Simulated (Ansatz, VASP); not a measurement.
**Two plane-wave programs on AlInC4N4**

```
CELL_PARAMETERS angstrom
5.99229 0.00000 0.00000
0.00000 5.99229 0.00000
0.00000 0.00000 5.99229
ATOMIC_POSITIONS crystal
Al 0.50000 0.50000 0.50000
In 0.00000 0.00000 0.00000
C 0.20848 0.20848 0.20848
C 0.20848 0.79152 0.79152
C 0.79152 0.20848 0.79152
C 0.79152 0.79152 0.20848
N 0.32273 0.32273 0.32273
N 0.32273 0.67727 0.67727
N 0.67727 0.32273 0.67727
N 0.67727 0.67727 0.32273
```

Alike in both runs: functional PBE; k mesh 6 × 6 × 6; occupations gaussian, width 0.1 eV; no spin polarisation.

Ansatz relaxed the structure, and its values are those at the end. VASP's run is a single point on that final structure, the one shown.

|  | VASP | Ansatz |
| --- | --- | --- |
| version | VASP 6.6.1 | Ansatz 0.2.0 |
| potentials or method | VASP PAW PBE potentials, release 64 (Al, In_d, C_h, N_h), cutoff 910 eV | scalar-relativistic, plane waves, PAW |
| valence electrons in the cell | 52 | 52 |

VASP gave:

| Item | Value |
| --- | --- |
| gap on the k mesh at the Fermi level (eV) | none |
| rms of the force components (eV/Å) | 0.014 |

**Question.** Estimate Ansatz's values.

**Answer.** gap on the k mesh at the Fermi level (eV): none; rms of the force components (eV/Å): 0.001.

A gap of «none» marks a metal or a gap that the smearing closes. With one functional, cell and mesh, what is left measures potentials, basis and numerics.

Noted on VASP's run: the cutoff is short for stress, so the pressure is rough.
